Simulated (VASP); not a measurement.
## Bi2Te3: single point with PBE

Crystal: Bi2Te3.

```
CELL_PARAMETERS angstrom
5.56706 0.00000 0.00000
0.00000 5.56706 0.00000
0.00000 0.00000 5.56706
ATOMIC_POSITIONS crystal
Bi 0.00000 0.00000 0.00000
Bi 0.50000 0.50000 0.50000
Te 0.00000 0.50000 0.50000
Te 0.50000 0.00000 0.50000
Te 0.50000 0.50000 0.00000
```

The cell was generated, and may not be a known phase.

```
Program                : VASP 6.6.1
Task                   : single point
Functional             : PBE
Potentials or basis    : VASP PAW PBE potentials, release 64 (Bi_d, Te)
Cutoff                 : 520 eV
k mesh                 : 4 × 4 × 4
Occupations            : gaussian, width 0.1 eV
Spin                   : no spin polarisation
Dipole correction      : no
Further INCAR settings : ALGO = Normal; EDIFF = 1e-06; NBANDS = 32
```

* Pressure: 7.0 GPa
* Band gap on the k mesh: zero (bands 24 and 25 overlap by 0.86 eV)

Levels at points of the mesh, in eV from the Fermi level:
```tsv
k point	band 22	band 23	band 24	band 25	band 26	band 27
(0.00, 0.00, 0.00)	-0.88	-0.88	-0.88	1.56	1.56	1.56
(0.50, 0.00, 0.00)	-0.84	-0.82	-0.82	0.42	0.73	0.73
(0.50, 0.50, 0.00)	-0.74	-0.61	0.11	0.11	0.52	0.66
(0.50, 0.50, 0.50)	0.55	0.55	0.58	0.58	0.58	1.41
```

Wall time 28 s on 1 thread of Intel(R) Xeon(R) 6975P-C (Granite Rapids) (shared host), peak memory 0.27 GiB.

Caveat: the cell stands under pressure; spin-orbit coupling is left out, which moves the levels of the heavy elements.
